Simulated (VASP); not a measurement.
Ti: single point with PBE

Crystal: Ti.

```xyz
1
Lattice="0.0000 2.1998 2.0559 2.0080 0.0000 2.0559 2.0080 2.1998 0.0000" Properties=species:S:1:pos:R:3 pbc="T T T"
Ti    0.0000    0.0000    0.0000
```

This cell differs from its parent crystal: normal strain along x -0.0233, normal strain along y +0.0700.

```json
{
  "Program": "VASP 6.6.1",
  "Task": "single point",
  "Functional": "PBE",
  "Potentials or basis": "VASP PAW PBE potentials, release 64 (Ti_sv)",
  "Cutoff": "520 eV",
  "k mesh": "18 × 18 × 18",
  "Occupations": "gaussian, width 0.15 eV",
  "Spin": "no spin polarisation"
}
```

| Item | Value |
| --- | --- |
| Pressure | -4.6 GPa |
| Band gap on the k mesh | zero (band 6 reaches 8.47 eV, above the bottom of band 7 at 7.26 eV) |

Stress tensor (GPa, compression positive):
```
-3.43  0.00  0.00
 0.00 -6.30  0.00
 0.00  0.00 -4.12
```

Levels at points of the mesh, in eV from the Fermi level:
```csv
k point,band 4,band 5,band 6,band 7,band 8,band 9
"(0.00, 0.00, 0.00)",-32.67,-5.96,0.48,1.02,1.17,2.00
"(0.50, 0.00, 0.00)",-32.71,-2.46,0.44,0.57,1.10,3.27
"(0.50, 0.50, 0.00)",-32.84,-2.39,-1.54,2.94,3.32,3.37
"(0.50, 0.00, 0.50)",-32.82,-2.44,-1.47,1.79,3.43,3.57
"(0.00, 0.50, 0.50)",-32.88,-2.37,-1.62,3.35,3.39,3.44
```

It took 3.1 min on 1 thread of Intel Xeon 6975P-C, on a shared host, peak memory 0.29 GiB.

Caveat: the cell differs from its parent crystal (normal strain along x -0.0233, normal strain along y +0.0700).
